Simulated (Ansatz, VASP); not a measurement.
# Two plane-wave programs on MgO

INCAR

```
SYSTEM = MgO
ALGO = Normal
EDIFF = 1E-7
ENCUT = 520
GGA = PS
ISIF = 2
ISMEAR = 0
LASPH = .True.
LCHARG = .True.
LELF = .True.
LREAL = .False.
LVHAR = .True.
LWAVE = .False.
NBANDS = 26
NELM = 60
PREC = Accurate
SIGMA = 0.05
```

The input KPOINTS:

```
k-points
0
Gamma
  9 9 4
  0 0 0
```

POSCAR

```
MgO
1.0
    3.1469000000      0.0000000000      0.0000000000
   -1.5734500000      2.7252953432      0.0000000000
    0.0000000000      0.0000000000     11.2493000000
Mg O
4 4
Direct
    0.3333333333      0.6666666667      0.9695925587
    0.0000000000      0.0000000000      0.2209429155
    0.0000000000      0.0000000000      0.7209429155
    0.6666666667      0.3333333333      0.4695925587
    0.3333333333      0.6666666667      0.7799203897
    0.0000000000      0.0000000000      0.5295423161
    0.0000000000      0.0000000000      0.0295423161
    0.6666666667      0.3333333333      0.2799203897
```

Input for Ansatz:

```yaml
crystal:
  lattice:
    - [3.1469, 0.0, 0.0]
    - [-1.57345, 2.7252953432, 0.0]
    - [0.0, 0.0, 11.2493]
  atoms:
    - { symbol: Mg, position: [0.3333333333, 0.6666666667, 0.9695925587] }
    - { symbol: Mg, position: [0.0, 0.0, 0.2209429155] }
    - { symbol: Mg, position: [0.0, 0.0, 0.7209429155] }
    - { symbol: Mg, position: [0.6666666667, 0.3333333333, 0.4695925587] }
    - { symbol: O, position: [0.3333333333, 0.6666666667, 0.7799203897] }
    - { symbol: O, position: [0.0, 0.0, 0.5295423161] }
    - { symbol: O, position: [0.0, 0.0, 0.0295423161] }
    - { symbol: O, position: [0.6666666667, 0.3333333333, 0.2799203897] }
basis:
  ecutwfc: 520.0
kpoints:
  mp_grid: { grid: [9, 9, 4] }
hamiltonian:
  xc: pbesol
  pseudopotentials: { kind: paw, azcp: { folder: soft_1 } }
scf:
  occupations: { method: gaussian, width: 0.05 }
output:
  forces: true
  stress: true
  eigenvalues: true
  write_density: true
  write_potential: true
  elf: true
  volumetric_format: npy
```

Alike in both runs: task single point; functional PBEsol; k mesh 9 × 9 × 4; occupations gaussian, width 0.05 eV; no spin polarisation.

```csv
,VASP,Ansatz
version,VASP 6.6.1,Ansatz 0.2.0
potentials or method,"VASP PAW PBE potentials, release 64 (Mg, O), cutoff 520 eV","scalar-relativistic, plane waves, PAW"
valence electrons in the cell,32,64
```

Ansatz gave:

| Quantity | Value |
| --- | --- |
| gap on the k mesh at the Fermi level (eV) | 3.31 |
| least direct gap on the mesh (eV) | 3.31 |
| pressure (GPa) | 1.1 |
| traceless stress, the component that is largest in VASP (GPa) | -14.86 |
| rms of the force components (eV/Å) | 0.366 |

Question: Which values does VASP return?

Answer: gap on the k mesh at the Fermi level (eV): 3.31; least direct gap on the mesh (eV): 3.31; pressure (GPa): 0.9; traceless stress, the component that is largest in VASP (GPa): -15.11; rms of the force components (eV/Å): 0.372.

VASP's potentials were made for PBE, not for PBEsol, and Ansatz warns of the same on its side. Atom by atom the forces differ by 0.006 eV/Å (rms over components). VASP's potentials hold 32 valence electrons a cell and Ansatz's 64, so a difference there can come from the potentials and not from the codes.
